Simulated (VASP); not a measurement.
Y4Pb3: single point with PBE

Y4Pb3:

```
CELL_PARAMETERS angstrom
5.33882 0.00000 0.00000
0.00000 5.33882 0.00000
0.00000 0.00000 5.33882
ATOMIC_POSITIONS crystal
Y 0.50000 0.50000 0.50000
Y 0.50000 0.00000 0.00000
Y 0.00000 0.50000 0.00000
Y 0.00000 0.00000 0.50000
Pb 0.50000 0.50000 0.00000
Pb 0.00000 0.50000 0.50000
Pb 0.50000 0.00000 0.50000
```

The cell was generated, and may not be a known phase.

```json
{
  "Program": "VASP 6.6.1",
  "Task": "single point",
  "Functional": "PBE",
  "Potentials or basis": "VASP PAW PBE potentials, release 64 (Y_sv, Pb_d)",
  "Cutoff": "500 eV",
  "k mesh": "4 × 4 × 4",
  "Occupations": "gaussian, width 0.1 eV",
  "Spin": "no spin polarisation",
  "Dipole correction": "no",
  "Second try": "not_converged",
  "Further INCAR settings": "ALGO = All; EDIFF = 1e-06; NBANDS = 52"
}
```

```
Pressure               : 55.3 GPa
Band gap on the k mesh : zero (bands 43 and 44 overlap by 1.95 eV)
```

Levels at points of the mesh, in eV from the Fermi level:
| k point | band 41 | band 42 | band 43 | band 44 | band 45 | band 46 |
| --- | --- | --- | --- | --- | --- | --- |
| (0.00, 0.00, 0.00) | -0.38 | 1.84 | 1.84 | 1.84 | 1.93 | 1.93 |
| (0.50, 0.00, 0.00) | -1.00 | -0.45 | 0.45 | 0.47 | 1.02 | 1.02 |
| (0.50, 0.50, 0.00) | -1.39 | -1.03 | -0.83 | 0.09 | 0.47 | 1.57 |
| (0.50, 0.50, 0.50) | -1.42 | -1.37 | -1.37 | 0.51 | 1.02 | 1.02 |

It took 73 s on 4 MPI ranks on AMD EPYC 7R43 64-Core Processor (Zen 3) (shared host), peak memory 0.3 GiB a rank.

Caveat: the cell stands under pressure; spin-orbit coupling is left out, which moves the levels of the heavy elements.
